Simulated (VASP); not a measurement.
# DyO2 (P6/mmm) in VASP: single point with PBE

Aim: the single point of DyO2 with PBE.

Everything below comes from runs of VASP 6.6.1. Logs are shortened: lines on timing, memory, paths and dates and some standing lists are left out, and cuts for length are marked.

## 1. The cell of the first run

The structure is hexagonal, space group P6/mmm (No. 191). The conventional cell has a = 3.669 Å, b = 3.669 Å, c = 2.980 Å, α = 90.00°, β = 90.00°, γ = 120.00°. Within 3.4 Å of Dy (site symmetry 6/mmm) lie 12 O at 2.59 Å and 2 Dy at 2.98 Å. Within 2.8 Å of O (site symmetry -6m2) lie 3 O at 2.12 Å and 6 Dy at 2.59 Å.

## 2. Single point, PBE

Input file POSCAR:

```
DyO2
1.0
    3.6692381254      0.0000000000      0.0000000000
   -1.8346190627      3.1776534291      0.0000000000
    0.0000000000      0.0000000000      2.9801069117
Dy O
1 2
Direct
    0.0000000000      0.0000000000      0.0000000000
    0.3333333333      0.6666666667      0.5000000000
    0.6666666667      0.3333333333      0.5000000000
```

Input file INCAR.step1:

```
PREC = Accurate ; ENCUT = 520
EDIFF = 1E-6 ; ISMEAR = 0
SIGMA = 0.1 ; LREAL = False
LASPH = True ; NELM = 200
ALGO = Normal ; ISIF = 2
LWAVE = False ; LCHARG = True
LMAXMIX = 6 ; GGA = PE
NBANDS = 18 ; GGA_COMPAT = False
NEDOS = 2001 ; LORBIT = 11
```

Input file KPOINTS.step1:

```
regular mesh
0
Gamma
  12 12 16
```

Input file INCAR.step2:

```
PREC = Accurate ; ENCUT = 520
EDIFF = 1E-6 ; ISMEAR = -5
SIGMA = 0.1 ; LREAL = False
LASPH = True ; NELM = 200
ALGO = Normal ; ISIF = 2
LWAVE = False ; LCHARG = False
LMAXMIX = 6 ; GGA = PE
LORBIT = 10 ; NEDOS = 2001
ICHARG = 11 ; GGA_COMPAT = False
```

Input file KPOINTS.step2:

```
regular mesh
0
Gamma
  18 18 24
```

Potentials or basis: VASP PAW PBE potentials, release 64 (Dy_3, O), 4f in core.

Run with:

```sh
$ cat potpaw_PBE.64/Dy_3/POTCAR potpaw_PBE.64/O/POTCAR > POTCAR
$ cp INCAR.step1 INCAR
$ cp KPOINTS.step1 KPOINTS
$ mpirun -np 1 vasp_std > vasp.out
$ cp INCAR.step2 INCAR
$ cp KPOINTS.step2 KPOINTS
$ mpirun -np 1 vasp_std > vasp.out
```

OUTCAR:

```text
PREC = Accurate
   ENCUT = 520
   EDIFF = 1E-6
   ISMEAR = -5
   LREAL = False
   LASPH = True
   NELM = 200
   ISIF = 2
   GGA = PE
   LORBIT = 10
   ICHARG = 11

 ion  position               nearest neighbor table
   1  0.000  0.000  0.000-   2 2.59   3 2.59   2 2.59   3 2.59   2 2.59   2 2.59   3 2.59   3 2.59
                             3 2.59   3 2.59   2 2.59   2 2.59
   2  0.333  0.667  0.500-   1 2.59   1 2.59   1 2.59   1 2.59   1 2.59   1 2.59
   3  0.667  0.333  0.500-   1 2.59   1 2.59   1 2.59   1 2.59   1 2.59   1 2.59

  LATTYP: Found a hexagonal cell.
 ALAT       =     3.6692381254
 C/A-ratio  =     0.8121868382

  Lattice vectors:

 A1 = (   3.6692381254,   0.0000000000,   0.0000000000)
 A2 = (  -1.8346190627,   3.1776534291,   0.0000000000)
 A3 = (   0.0000000000,   0.0000000000,   2.9801069117)

Analysis of symmetry for initial positions (statically):
=====================================================================
 Subroutine PRICEL returns:
 Original cell was already a primitive cell.

 Routine SETGRP: Setting up the symmetry group for a
 hexagonal supercell.

 Subroutine GETGRP returns: Found 24 space group operations
 (whereof 24 operations were pure point group operations)
 out of a pool of 24 trial point group operations.

The static configuration has the point symmetry D_6h.

Analysis of symmetry for dynamics (positions and initial velocities):
=====================================================================
 Subroutine PRICEL returns:
 Original cell was already a primitive cell.

 Routine SETGRP: Setting up the symmetry group for a
 hexagonal supercell.

 Subroutine GETGRP returns: Found 24 space group operations
 (whereof 24 operations were pure point group operations)
 out of a pool of 24 trial point group operations.

The dynamic configuration has the point symmetry D_6h.

 Subroutine INISYM returns: Found 24 space group operations
 (whereof 24 operations are pure point group operations),
 and found     1 'primitive' translations

----------------------------------------------------------------------------------------

                                     Primitive cell

  volume of cell :      34.7468

  direct lattice vectors                    reciprocal lattice vectors
     3.669238125  0.000000000  0.000000000     0.272536141  0.157348815  0.000000000
    -1.834619063  3.177653429  0.000000000     0.000000000  0.314697629  0.000000000
     0.000000000  0.000000000  2.980106912     0.000000000  0.000000000  0.335558431

  length of vectors
     3.669238125  3.669238125  2.980106912     0.314697629  0.314697629  0.335558431

  position of ions in fractional coordinates (direct lattice)
     0.000000000  0.000000000  0.000000000
     0.333333333  0.666666667  0.500000000
     0.666666667  0.333333333  0.500000000

  ion indices of the primitive-cell ions
   primitive index   ion index
                 1           1
                 2           2
                 3           3

----------------------------------------------------------------------------------------

 KPOINTS: regular mesh

Automatic generation of k-mesh.
 Grid dimensions read from file:
 generate k-points for:   18   18   24

 Generating k-lattice:

  Cartesian coordinates                     Fractional coordinates (reciprocal lattice)
     0.015140897  0.008741601  0.000000000     0.055555556 -0.000000000  0.000000000
     0.000000000  0.017483202  0.000000000     0.000000000  0.055555556  0.000000000
     0.000000000  0.000000000  0.013981601     0.000000000  0.000000000  0.041666667

  Length of vectors
     0.017483202  0.017483202  0.013981601

  Shift w.r.t. Gamma in fractional coordinates (k-lattice)
     0.000000000  0.000000000  0.000000000

 TETIRR: Found   7908 inequivalent tetrahedra from    46656

 Subroutine IBZKPT returns following result:
 ===========================================

 Found    481 irreducible k-points:

 Following reciprocal coordinates:
            Coordinates               Weight
  0.000000  0.000000  0.000000      1.000000
  0.055556  0.000000  0.000000      6.000000
  0.111111  0.000000  0.000000      6.000000
  0.166667  0.000000  0.000000      6.000000
  0.222222  0.000000  0.000000      6.000000
  0.277778  0.000000  0.000000      6.000000
[... 16 lines left out ...]
  0.333333  0.111111  0.000000     12.000000
  0.388889  0.111111  0.000000     12.000000
 [... further k-points ...]
   k-points           NKPTS =    481   k-points in BZ     NKDIM =    481   number of bands    NBANDS=     14
   number of dos      NEDOS =   2001   number of ions     NIONS =      3
   total plane-waves  NPLWV =  18816
   dimension x,y,z NGX =    28 NGY =   28 NGZ =   24
   dimension x,y,z NGXF=    56 NGYF=   56 NGZF=   48
   ions per type =               1   2
   NGX,Y,Z   is equivalent  to a cutoff of  12.69, 12.69, 13.39 a.u.
   NGXF,Y,Z  is equivalent  to a cutoff of  25.37, 25.37, 26.78 a.u.
 SYSTEM =  unknown system
   PREC   = accura    normal or accurate (medium, high low for compatibility)
   ISTART =      0    job   : 0-new  1-cont  2-samecut
   ICHARG =     11    charge: 1-file 2-atom 10-const
   ISPIN  =      1    spin polarized calculation?
   LNONCOLLINEAR =      F non collinear calculations
   LSORBIT =      F    spin-orbit coupling
   LASPH  =      T    aspherical Exc in radial PAW
   ENCUT  =  520.0 eV  38.22 Ry    6.18 a.u.   6.82  6.82  5.54*2*pi/ulx,y,z
   NELM   =    200;   NELMIN=  2; NELMDL=  0     # of ELM steps
   EDIFF  = 0.1E-05   stopping-criterion for ELM
   LREAL  =      F    real-space projection
   EDIFFG = 0.1E-04   stopping-criterion for IOM
   NSW    =      0    number of steps for IOM
   IBRION =     -1    ionic relax: 0-MD 1-quasi-New 2-CG
   NFREE  =      0    steps in history (QN), initial steepest desc. (CG)
   ISIF   =      2    stress and relaxation
   ISYM   =      2    0-nonsym 1-usesym 2-fastsym
   POTIM  = 0.5000    time-step for ionic-motion
   TEBEG  =    0.0;   TEEND  =   0.0 temperature during run
   PSTRESS=    0.0 pullay stress
   NELECT =      21.0000    total number of electrons
   NUPDOWN=      -1.0000    fix difference up-down
   EMIN   =  10.00;   EMAX   =-10.00  energy-range for DOS
   EFERMI =   0.00;   METHOD = LEGACY
   ISMEAR =    -5;   SIGMA  =   0.10  broadening in eV -4-tet -1-fermi 0-gaus
   EFERMI_NEDOS =   21; number of points for ismear=-14 and -15
   IALGO  =     38    algorithm
   IMIX   =      4    mixing-type and parameters
     AMIX     =   0.40;   BMIX     =  1.00
     AMIX_MAG =   1.60;   BMIX_MAG =  1.00
  volume/ion in A,a.u.               =      11.58        78.16
  Fermi-wavevector in a.u.,A,eV,Ry     =   1.384129  2.615624 26.066212  1.915813
  Thomas-Fermi vector in A             =   2.508662
   LORBIT       =     10    0 simple, 1 ext, 2 COOP (PROOUT), +10 PAW based schemes
   GGA     = PE    functional components
   LHFCALC =     F    Hartree Fock is set to
   AEXX    =    0.0000 exact exchange contribution
   IVDW    =     0    specifies the selected vdW correction
   LEPSILON=     F    determine dielectric tensor
   LRPA    =     F    only Hartree local field effects (RPA)
 non-spin polarized calculation
 Fermi weights with tetrahedron method with Bloechl corrections
  energy-cutoff  :      520.00
  volume of cell :       34.75
 maximum number of plane-waves:       963
 NGX is ok and might be reduce to    28

 number of electron      21.0000000 magnetization

 Free energy of the ion-electron system (eV)
  ---------------------------------------------------
  ext. energy  EPLUGINS =         0.00000000
  ---------------------------------------------------
  free energy    TOTEN  =       -20.13901699 eV

  energy without entropy =      -20.13901699  energy(sigma->0) =      -20.13901699

 E-fermi :   4.9289     XC(G=0): -11.9131

 val. band max:        4.9360512081   @ k =   0.2222   0.1667   0.1250
 cond. band min:       4.9220327546   @ k =   0.4444   0.0000   0.2083
 fundamental gap:     -0.0140184534
 Fermi energy:         4.9288737881

 k-point     1 :       0.0000    0.0000    0.0000
  band No.  band energies     occupation
      1     -17.9649      2.00000
      2     -17.9649      2.00000
      3     -17.6131      2.00000
      4     -14.7061      2.00000
      5     -10.6479      2.00000
      6      -0.5059      2.00000
      7      -0.5059      2.00000
      8       1.9626      2.00000
      9       4.2254      2.00000
     10       4.2305      2.00000
     11       4.2305      2.00000
     12       4.6088      2.00000
     13       8.9594      0.00000
     14      10.7625      0.00000

 k-point     2 :       0.0556    0.0000    0.0000
  band No.  band energies     occupation
      1     -17.9979      2.00000
      2     -17.9684      2.00000
      3     -17.6114      2.00000
      4     -14.6520      2.00000
      5     -10.6908      2.00000
      6      -0.4948      2.00000
      7      -0.4372      2.00000
      8       1.9544      2.00000
      9       3.9902      2.00000
     10       4.2047      2.00000
     11       4.2416      2.00000
     12       4.7928      1.90223
     13       9.0801      0.00000
     14      10.7097      0.00000

 k-point     3 :       0.1111    0.0000    0.0000
  band No.  band energies     occupation
      1     -18.0881      2.00000
      2     -17.9785      2.00000
      3     -17.6067      2.00000
      4     -14.4996      2.00000
      5     -10.8133      2.00000
      6      -0.4634      2.00000
      7      -0.2488      2.00000
      8       1.9326      2.00000
      9       3.5923      2.00000
     10       4.1426      2.00000
     11       4.2751      2.00000
     12       5.0648     -0.03175
     13       9.3895      0.00000
     14      10.5754      0.00000

 k-point     4 :       0.1667    0.0000    0.0000
  band No.  band energies     occupation
      1     -18.2148      2.00000
      2     -17.9939      2.00000
      3     -17.5994      2.00000
      4     -14.2720      2.00000
      5     -10.9980      2.00000
      6      -0.4170      2.00000
      7       0.0033      2.00000
      8       1.9037      2.00000
      9       3.2117      2.00000
     10       4.0406      2.00000
     11       4.3311      2.00000
     12       5.3491      0.00000
     13       9.7120      0.00000
     14      10.4818      0.00000

 k-point     5 :       0.2222    0.0000    0.0000
  band No.  band energies     occupation
      1     -18.3555      2.00000
      2     -18.0128      2.00000
      3     -17.5905      2.00000
      4     -13.9961      2.00000
      5     -11.2238      2.00000
      6      -0.3629      2.00000
      7       0.2210      2.00000
      8       1.8762      2.00000
      9       2.9692      2.00000
     10       3.9048      2.00000
     11       4.4077      2.00000
[... 276 lines left out ...]
 k-point    22 :       0.2778    0.1111    0.0000
  band No.  band energies     occupation
      1     -18.6001      2.00000
      2     -18.1026      2.00000
      3     -17.5697      2.00000
      4     -13.3129      2.00000
      5     -11.7650      2.00000
      6      -0.7814      2.00000
      7       0.8892      2.00000
      8       1.8801      2.00000
      9       3.0080      2.00000
     10       3.4905      2.00000
     11       4.7994      1.99338
     12       6.0968      0.00000
     13       9.3102      0.00000
     14      10.9312      0.00000

 k-point    23 :       0.3333    0.1111    0.0000
  band No.  band energies     occupation
      1     -18.6751      2.00000
      2     -18.1272      2.00000
      3     -17.5628      2.00000
      4     -13.0323      2.00000
      5     -11.9957      2.00000
      6      -0.9081      2.00000
      7       0.9021      2.00000
      8       1.9023      2.00000
      9       3.3325      2.00000
     10       3.3374      2.00000
     11       4.9591      0.70817
     12       6.1270      0.00000
     13       9.0869      0.00000
     14      11.1732      0.00000

 k-point    24 :       0.3889    0.1111    0.0000
  band No.  band energies     occupation
      1     -18.7220      2.00000
      2     -18.1433      2.00000
      3     -17.5583      2.00000
      4     -12.7757      2.00000
      5     -12.2180      2.00000
      6      -1.0013      2.00000
      7       0.8903      2.00000
      8       1.9258      2.00000
      9       3.2199      2.00000
     10       3.6293      2.00000
     11       5.1001     -0.10577
     12       6.0572      0.00000
     13       8.9526      0.00000
     14      11.3092      0.00000

 [... further k-points ...]
[... 5 lines left out ...]
  --------------------------------------------------------------------------------------
  -------------------------------------------------------------------------------------
  Total       -0.0804127     -0.0804127      0.0179729      0.0000000     -0.0000000      0.0000000
  in kB       -3.7078405     -3.7078405      0.8287335      0.0000000     -0.0000000      0.0000000
  external PRESSURE =      -2.1956491 kB  Pullay stress =       0.0000000 kB

 VOLUME and BASIS-vectors are now :
 -----------------------------------------------------------------------------
  energy-cutoff  :      520.00
  volume of cell :       34.75
      direct lattice vectors                 reciprocal lattice vectors
     3.669238125  0.000000000  0.000000000     0.272536141  0.157348815  0.000000000
    -1.834619063  3.177653429  0.000000000     0.000000000  0.314697629  0.000000000
     0.000000000  0.000000000  2.980106912     0.000000000  0.000000000  0.335558431

 POSITION                                       TOTAL-FORCE (eV/Angst)
 -----------------------------------------------------------------------------------
      0.00000      0.00000      0.00000         0.000000      0.000000      0.000000
     -0.00000      2.11844      1.49005        -0.000000      0.000000      0.000000
      1.83462      1.05922      1.49005         0.000000     -0.000000      0.000000
 -----------------------------------------------------------------------------------
    total drift:                               -0.000000      0.000000     -0.000000

  FREE ENERGIE OF THE ION-ELECTRON SYSTEM (eV)
  ---------------------------------------------------
  free  energy   TOTEN  =       -20.1390169919 eV

  energy  without entropy=      -20.1390169919  energy(sigma->0) =      -20.13901699

 total charge

# of ion       s       p       d       tot
------------------------------------------
    1        0.258   6.566   1.102   7.925
    2        1.601   3.303   0.000   4.904
    3        1.601   3.303   0.000   4.904
--------------------------------------------------
tot          3.460  13.172   1.102  17.733
```

Wall time 1.8 min (1 thread of Intel Xeon 6975P-C (Granite Rapids), shared host); peak memory 0.35 GiB.

What came out:

* Valence electrons inside the program's atomic spheres: Dy 7.92; O 4.90

Levels at points of the mesh, in eV from the Fermi level:
```csv
k point,band 9,band 10,band 11,band 12,band 13,band 14
"(0.00, 0.00, 0.00)",-0.70,-0.70,-0.70,-0.32,4.03,5.83
"(0.50, 0.00, 0.00)",-1.61,-0.76,-0.17,1.02,3.98,6.16
"(0.00, 0.00, 0.50)",-2.47,-2.47,-2.15,3.13,3.13,6.28
"(0.50, 0.00, 0.50)",-3.44,-1.08,0.46,5.05,5.82,6.10
```

Caveat: spin-orbit coupling is left out, which moves the levels of the heavy elements; the 4f electrons are frozen in the core, so they carry no moment and show no levels; an odd number of electrons without spin polarisation forces a metal; a magnetic or distorted state may lie lower; the run has no spin polarisation, though such a crystal can be magnetic; tetrahedron occupations give inexact forces and stress in metals. Spin polarisation is off, so any magnetic state and its effect on volume and gap are missing.
